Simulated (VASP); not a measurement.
# W (P6_3/mmc) in VASP: a series of runs

The runs below take W through single point, relaxation of cell and atoms, with PBE.

Everything below comes from runs of VASP 6.6.1. Logs are shortened: lines on timing, memory, paths and dates and some standing lists are left out, and cuts for length are marked.

## Step 1: The cell of the first run

It takes space group P6_3/mmc (No. 194, hexagonal). The conventional cell has a = 2.837 Å, b = 2.837 Å, c = 5.009 Å, α = 90.00°, β = 90.00°, γ = 120.00°. Within 3.7 Å of W (site symmetry -6m2) lie 12 W at 2.84 to 2.99 Å.

This isn't the form of W at room conditions, which is bcc.

## Step 2: Single point, PBE

Input file INCAR:

```
SYSTEM = W
ALGO     = Normal         ! electronic algorithm
EDIFF    = 1E-6           ! SCF threshold, eV
ENCUT    = 520            ! plane-wave cutoff, eV
GGA      = PE             ! functional
ISIF     = 2              ! what is computed and relaxed
ISMEAR   = -1             ! smearing method
LASPH    = .TRUE.         ! aspherical terms in the spheres
LCHARG   = .FALSE.        ! write CHGCAR
LREAL    = .FALSE.        ! projectors in reciprocal space
LWAVE    = .FALSE.        ! write WAVECAR
NBANDS   = 21             ! bands
NELM     = 100            ! most SCF steps
PREC     = Accurate       ! precision mode
SIGMA    = 0.05           ! smearing width, eV
```

Input file KPOINTS:

```
k-points
0
G
  17 17 9
  0 0 0
```

Input file POSCAR:

```
W
1.0
    2.8365173507      0.0000000000      0.0000000000
   -1.4182586753      2.4564960839      0.0000000000
    0.0000000000      0.0000000000      5.0086565641
W
2
Direct
    0.3333333333      0.6666666667      0.2500000000
    0.6666666667      0.3333333333      0.7500000000
```

Potentials or basis: VASP PAW PBE potentials, release 64 (W_sv).

Command:

```
cat potpaw_PBE.64/W_sv/POTCAR > POTCAR
mpirun -np 1 vasp_std > vasp.out
```

OUTCAR:

```text
SYSTEM = W
   EDIFF = 1E-6
   ENCUT = 520
   GGA = PE
   ISIF = 2
   ISMEAR = -1
   LASPH = .TRUE.
   LREAL = .FALSE.
   NELM = 100
   PREC = Accurate

 ion  position               nearest neighbor table
   1  0.333  0.667  0.250-   2 2.99   2 2.99   2 2.99   2 2.99   2 2.99   2 2.99
   2  0.667  0.333  0.750-   1 2.99   1 2.99   1 2.99   1 2.99   1 2.99   1 2.99

  LATTYP: Found a hexagonal cell.
 ALAT       =     2.8365173507
 C/A-ratio  =     1.7657768118

  Lattice vectors:

 A1 = (   2.8365173507,   0.0000000000,   0.0000000000)
 A2 = (  -1.4182586753,   2.4564960839,   0.0000000000)
 A3 = (   0.0000000000,   0.0000000000,   5.0086565641)

Analysis of symmetry for initial positions (statically):
=====================================================================
 Subroutine PRICEL returns:
 Original cell was already a primitive cell.

 Routine SETGRP: Setting up the symmetry group for a
 hexagonal supercell.

 Subroutine GETGRP returns: Found 24 space group operations
 (whereof 12 operations were pure point group operations)
 out of a pool of 24 trial point group operations.

The static configuration has the point symmetry D_3d.
 The point group associated with its full space group is D_6h.

Analysis of symmetry for dynamics (positions and initial velocities):
=====================================================================
 Subroutine PRICEL returns:
 Original cell was already a primitive cell.

 Routine SETGRP: Setting up the symmetry group for a
 hexagonal supercell.

 Subroutine GETGRP returns: Found 24 space group operations
 (whereof 12 operations were pure point group operations)
 out of a pool of 24 trial point group operations.

The dynamic configuration has the point symmetry D_3d.
 The point group associated with its full space group is D_6h.

 Subroutine INISYM returns: Found 24 space group operations
 (whereof 12 operations are pure point group operations),
 and found     1 'primitive' translations

----------------------------------------------------------------------------------------

                                     Primitive cell

  volume of cell :      34.8998

  direct lattice vectors                    reciprocal lattice vectors
     2.836517351  0.000000000  0.000000000     0.352544997  0.203541949  0.000000000
    -1.418258675  2.456496084  0.000000000     0.000000000  0.407083897  0.000000000
     0.000000000  0.000000000  5.008656564     0.000000000  0.000000000  0.199654336

  length of vectors
     2.836517351  2.836517351  5.008656564     0.407083897  0.407083897  0.199654336

  position of ions in fractional coordinates (direct lattice)
     0.333333333  0.666666667  0.250000000
     0.666666667  0.333333333  0.750000000

  ion indices of the primitive-cell ions
   primitive index   ion index
                 1           1
                 2           2

----------------------------------------------------------------------------------------

 KPOINTS: k-points

Automatic generation of k-mesh.
 Grid dimensions read from file:
 generate k-points for:   17   17    9

 Generating k-lattice:

  Cartesian coordinates                     Fractional coordinates (reciprocal lattice)
     0.020737941  0.011973056  0.000000000     0.058823529  0.000000000  0.000000000
     0.000000000  0.023946112  0.000000000     0.000000000  0.058823529  0.000000000
     0.000000000  0.000000000  0.022183815     0.000000000  0.000000000  0.111111111

  Length of vectors
     0.023946112  0.023946112  0.022183815

  Shift w.r.t. Gamma in fractional coordinates (k-lattice)
     0.000000000  0.000000000  0.000000000

 Subroutine IBZKPT returns following result:
 ===========================================

 Found    165 irreducible k-points:

 Following reciprocal coordinates:
            Coordinates               Weight
  0.000000  0.000000  0.000000      1.000000
  0.058824  0.000000  0.000000      6.000000
  0.117647 -0.000000  0.000000      6.000000
  0.176471  0.000000  0.000000      6.000000
  0.235294 -0.000000  0.000000      6.000000
  0.294118  0.000000  0.000000      6.000000
[... 16 lines left out ...]
  0.411765  0.117647  0.000000     12.000000
  0.176471  0.176471  0.000000      6.000000
 [... further k-points ...]
   k-points           NKPTS =    165   k-points in BZ     NKDIM =    165   number of bands    NBANDS=     21
   number of dos      NEDOS =    301   number of ions     NIONS =      2
   total plane-waves  NPLWV =  23040
   dimension x,y,z NGX =    24 NGY =   24 NGZ =   40
   dimension x,y,z NGXF=    48 NGYF=   48 NGZF=   80
   ions per type =               2
   NGX,Y,Z   is equivalent  to a cutoff of  14.07, 14.07, 13.28 a.u.
   NGXF,Y,Z  is equivalent  to a cutoff of  28.13, 28.13, 26.55 a.u.
 SYSTEM =  W
   PREC   = accura    normal or accurate (medium, high low for compatibility)
   ISTART =      0    job   : 0-new  1-cont  2-samecut
   ICHARG =      2    charge: 1-file 2-atom 10-const
   ISPIN  =      1    spin polarized calculation?
   LNONCOLLINEAR =      F non collinear calculations
   LSORBIT =      F    spin-orbit coupling
   LASPH  =      T    aspherical Exc in radial PAW
   ENCUT  =  520.0 eV  38.22 Ry    6.18 a.u.   5.27  5.27  9.31*2*pi/ulx,y,z
   NELM   =    100;   NELMIN=  2; NELMDL= -5     # of ELM steps
   EDIFF  = 0.1E-05   stopping-criterion for ELM
   LREAL  =      F    real-space projection
   EDIFFG = 0.1E-04   stopping-criterion for IOM
   NSW    =      0    number of steps for IOM
   IBRION =     -1    ionic relax: 0-MD 1-quasi-New 2-CG
   NFREE  =      0    steps in history (QN), initial steepest desc. (CG)
   ISIF   =      2    stress and relaxation
   ISYM   =      2    0-nonsym 1-usesym 2-fastsym
   POTIM  = 0.5000    time-step for ionic-motion
   TEBEG  =    0.0;   TEEND  =   0.0 temperature during run
   PSTRESS=    0.0 pullay stress
   NELECT =      28.0000    total number of electrons
   NUPDOWN=      -1.0000    fix difference up-down
   EMIN   =  10.00;   EMAX   =-10.00  energy-range for DOS
   EFERMI =   0.00;   METHOD = LEGACY
   ISMEAR =    -1;   SIGMA  =   0.05  broadening in eV -4-tet -1-fermi 0-gaus
   EFERMI_NEDOS =   21; number of points for ismear=-14 and -15
   IALGO  =     38    algorithm
   IMIX   =      4    mixing-type and parameters
     AMIX     =   0.40;   BMIX     =  1.00
     AMIX_MAG =   1.60;   BMIX_MAG =  1.00
  volume/ion in A,a.u.               =      17.45       117.76
  Fermi-wavevector in a.u.,A,eV,Ry     =   1.521201  2.874653 31.484593  2.314052
  Thomas-Fermi vector in A             =   2.629948
   LORBIT       =      0    0 simple, 1 ext, 2 COOP (PROOUT), +10 PAW based schemes
   GGA     = PE    functional components
[... 5 lines left out ...]
 non-spin polarized calculation
  energy-cutoff  :      520.00
  volume of cell :       34.90
 maximum number of plane-waves:       951
 NGX is ok and might be reduce to    24
   NGX = 11   NGY = 11   NGZ = 19

 number of electron      27.9999999 magnetization

 Free energy of the ion-electron system (eV)
  ---------------------------------------------------
  ext. energy  EPLUGINS =         0.00000000
  ---------------------------------------------------
  free energy    TOTEN  =       -24.83226242 eV

  energy without entropy =      -24.81302527  energy(sigma->0) =      -24.82264384

 E-fermi :   9.7475     XC(G=0): -13.0890

 val. band max:        9.7372291445   @ k =   0.2353   0.1765   0.1111
 cond. band min:       9.7520502250   @ k =   0.2941   0.2353   0.2222
 fundamental gap:      0.0148210805
 Fermi energy:         9.7474743367

 k-point     1 :       0.0000    0.0000    0.0000
  band No.  band energies     occupation
      1     -64.1214      2.00000
      2     -64.0658      2.00000
      3     -28.7205      2.00000
      4     -27.9661      2.00000
      5     -27.8175      2.00000
      6     -27.8175      2.00000
[... 13 lines left out ...]
     20      13.7038      0.00000
     21      17.8978      0.00000

 k-point     2 :       0.0588    0.0000    0.0000
  band No.  band energies     occupation
      1     -64.1185      2.00000
      2     -64.0637      2.00000
      3     -28.7106      2.00000
      4     -27.9676      2.00000
      5     -27.8494      2.00000
      6     -27.8263      2.00000
[... 13 lines left out ...]
     20      14.0611      0.00000
     21      17.8753      0.00000

 k-point     3 :       0.1176   -0.0000    0.0000
  band No.  band energies     occupation
      1     -64.1101      2.00000
      2     -64.0578      2.00000
      3     -28.6814      2.00000
      4     -27.9722      2.00000
      5     -27.9406      2.00000
      6     -27.8622      2.00000
[... 13 lines left out ...]
     20      14.8890      0.00000
     21      17.7874      0.00000

 k-point     4 :       0.1765    0.0000    0.0000
  band No.  band energies     occupation
      1     -64.0972      2.00000
      2     -64.0489      2.00000
      3     -28.6355      2.00000
      4     -28.0778      2.00000
      5     -27.9991      2.00000
      6     -27.9808      2.00000
[... 13 lines left out ...]
     20      15.9071      0.00000
     21      17.6081      0.00000

 k-point     5 :       0.2353   -0.0000    0.0000
  band No.  band energies     occupation
      1     -64.0813      2.00000
      2     -64.0383      2.00000
      3     -28.5765      2.00000
      4     -28.2414      2.00000
      5     -28.1597      2.00000
      6     -27.9947      2.00000
[... 13 lines left out ...]
     20      16.9742      0.00000
     21      17.3560      0.00000

 k-point     6 :       0.2941    0.0000    0.0000
  band No.  band energies     occupation
      1     -64.0644      2.00000
      2     -64.0278      2.00000
      3     -28.5096      2.00000
      4     -28.4087      2.00000
      5     -28.3212      2.00000
      6     -28.0147      2.00000
[... 13 lines left out ...]
     20      17.1204      0.00000
     21      17.9966      0.00000

 k-point     7 :       0.3529    0.0000    0.0000
  band No.  band energies     occupation
      1     -64.0486      2.00000
      2     -64.0189      2.00000
      3     -28.5571      2.00000
      4     -28.4628      2.00000
      5     -28.4413      2.00000
      6     -28.0406      2.00000
[... 13 lines left out ...]
     20      17.0650      0.00000
     21      18.8873      0.00000
[... 291 lines left out ...]
      1     -64.0592      2.00000
      2     -64.0247      2.00000
      3     -28.4878      2.00000
      4     -28.4079      2.00000
      5     -28.3511      2.00000
      6     -28.0220      2.00000
[... 13 lines left out ...]
     20      17.2314      0.00000
     21      18.6377      0.00000

 k-point    21 :       0.2941    0.1176    0.0000
  band No.  band energies     occupation
      1     -64.0442      2.00000
      2     -64.0166      2.00000
      3     -28.5397      2.00000
      4     -28.4619      2.00000
      5     -28.4213      2.00000
      6     -28.0711      2.00000
[... 13 lines left out ...]
     20      17.4933      0.00000
     21      19.6008      0.00000

 k-point    22 :       0.3529    0.1176    0.0000
  band No.  band energies     occupation
      1     -64.0323      2.00000
      2     -64.0113      2.00000
      3     -28.6376      2.00000
      4     -28.5442      2.00000
      5     -28.3613      2.00000
      6     -28.1122      2.00000
[... 13 lines left out ...]
     20      18.2168      0.00000
     21      19.0761      0.00000

 k-point    23 :       0.4118    0.1176    0.0000
  band No.  band energies     occupation
      1     -64.0253      2.00000
      2     -64.0089      2.00000
      3     -28.6896      2.00000
      4     -28.5881      2.00000
      5     -28.3217      2.00000
      6     -28.1340      2.00000
[... 13 lines left out ...]
     20      17.7357      0.00000
     21      19.2920      0.00000

 k-point    24 :       0.1765    0.1765    0.0000
  band No.  band energies     occupation
      1     -64.0606      2.00000
      2     -64.0255      2.00000
      3     -28.4940      2.00000
      4     -28.3554      2.00000
      5     -28.3528      2.00000
      6     -28.0198      2.00000
[... 13 lines left out ...]
     20      17.2808      0.00000
     21      18.6561      0.00000

 [... further k-points ...]

------------------------ aborting loop because EDIFF is reached ----------------------------------------

  FORCE on cell =-STRESS in cart. coord.  units (eV):
  Direction    XX          YY          ZZ          XY          YZ          ZX
  --------------------------------------------------------------------------------------
  -------------------------------------------------------------------------------------
  Total       -3.3851215     -3.3851215     -2.2423712     -0.0000000      0.0000000      0.0000000
  in kB     -155.4039551   -155.4039551   -102.9426445     -0.0000000      0.0000000      0.0000000
  external PRESSURE =    -137.9168515 kB  Pullay stress =       0.0000000 kB

 VOLUME and BASIS-vectors are now :
 -----------------------------------------------------------------------------
  energy-cutoff  :      520.00
  volume of cell :       34.90
      direct lattice vectors                 reciprocal lattice vectors
     2.836517351  0.000000000  0.000000000     0.352544997  0.203541949  0.000000000
    -1.418258675  2.456496084  0.000000000     0.000000000  0.407083897  0.000000000
     0.000000000  0.000000000  5.008656564     0.000000000  0.000000000  0.199654336

 POSITION                                       TOTAL-FORCE (eV/Angst)
 -----------------------------------------------------------------------------------
     -0.00000      1.63766      1.25216         0.000000      0.000000      0.000000
      1.41826      0.81883      3.75649        -0.000000     -0.000000      0.000000
 -----------------------------------------------------------------------------------
    total drift:                               -0.000000      0.000000     -0.000000

  FREE ENERGIE OF THE ION-ELECTRON SYSTEM (eV)
  ---------------------------------------------------
  free  energy   TOTEN  =       -24.8322624154 eV

  energy  without entropy=      -24.8130252703  energy(sigma->0) =      -24.82264384
```

It took 30 s on 1 thread of Intel Xeon 6975P-C (Granite Rapids), shared host; peak memory 0.22 GiB.

Results:

* Free energy: -24.8323 eV
* Pressure: -13.8 GPa
* Band gap on the k mesh: zero (bands 14 and 15 overlap by 1.63 eV)

Caveat: the cell stands under tension; spin-orbit coupling is left out, which moves the levels of the heavy elements.

## Step 3: Relaxation of cell and atoms, PBE

This run uses another cell than the first one, of 16.52 Å³/atom.

Input file INCAR:

```
SYSTEM = W
ALGO     = Normal         ! electronic algorithm
EDIFF    = 1E-6           ! SCF threshold, eV
EDIFFG   = -0.005         ! ionic threshold
ENCUT    = 600            ! plane-wave cutoff, eV
GGA      = PE             ! functional
IBRION   = 2              ! ionic algorithm
ISIF     = 3              ! what is computed and relaxed
ISMEAR   = -1             ! smearing method
LASPH    = .True.         ! aspherical terms in the spheres
LCHARG   = .False.        ! write CHGCAR
LREAL    = .False.        ! projectors in reciprocal space
LWAVE    = .False.        ! write WAVECAR
NELM     = 100            ! most SCF steps
NSW      = 45             ! ionic steps
PREC     = Accurate       ! precision mode
SIGMA    = 0.05           ! smearing width, eV
```

Input file KPOINTS:

```
k-points
0
Gamma
  17 17 9
  0 0 0
```

Input file POSCAR:

```
W
1.0
    2.7768047178      0.0000000000      0.0000000000
   -1.3884023589      2.4047834269      0.0000000000
    0.0000000000      0.0000000000      4.9469378893
W
2
Direct
    0.3333333333      0.6666666667      0.2500000000
    0.6666666667      0.3333333333      0.7500000000
```

Potentials or basis: VASP PAW PBE potentials, release 64 (W_sv).

Command:

```
cat potpaw_PBE.64/W_sv/POTCAR > POTCAR
mpirun -np 1 vasp_std > vasp.out
```

Wall time 58 s (1 thread of Intel Xeon 6975P-C (Granite Rapids), shared host); peak memory 0.24 GiB.

Results (log left out):

```
Free energy                           : -24.9163 eV
Relaxed volume                        : 16.55 Å³/atom
Relaxed cell                          : a = 2.779 Å, b = 2.779 Å, c = 4.949 Å, α = 90.00°, β = 90.00°, γ = 120.00°
Space group after relaxing (to 0.1 Å) : P6_3/mmc (No. 194)
Energy gained by relaxing             : 0.1 meV/atom
Ionic steps                           : 3
Pressure after relaxing               : 0.0 GPa
Band gap on the k mesh                : zero (bands 14 and 15 overlap by 1.76 eV)
```

Step by step:
```csv
step,energy change (eV),largest force (eV/Å),pressure (GPa),volume (Å³)
1,0.0000,0.0000,0.48,33.03
2,0.0007,0.0000,-1.49,33.27
3,-0.0001,0.0000,0.02,33.09
```

Final structure:
```cif
data_structure
_symmetry_space_group_name_H-M 'P 1'
_symmetry_Int_Tables_number 1
_cell_length_a 2.7787
_cell_length_b 2.7787
_cell_length_c 4.9493
_cell_angle_alpha 90.000
_cell_angle_beta 90.000
_cell_angle_gamma 120.000
_cell_volume 33.09
loop_
_atom_site_label
_atom_site_type_symbol
_atom_site_fract_x
_atom_site_fract_y
_atom_site_fract_z
_atom_site_occupancy
W1 W 0.33333 0.66667 0.25000 1
W2 W 0.66667 0.33333 0.75000 1
```

Levels at points of the mesh, in eV from the Fermi level:
| k point | band 12 | band 13 | band 14 | band 15 | band 16 | band 17 |
| --- | --- | --- | --- | --- | --- | --- |
| (0.00, 0.00, 0.00) | -0.43 | -0.43 | -0.32 | 0.14 | 0.14 | 1.99 |

Caveat: spin-orbit coupling is left out, which moves the levels of the heavy elements.
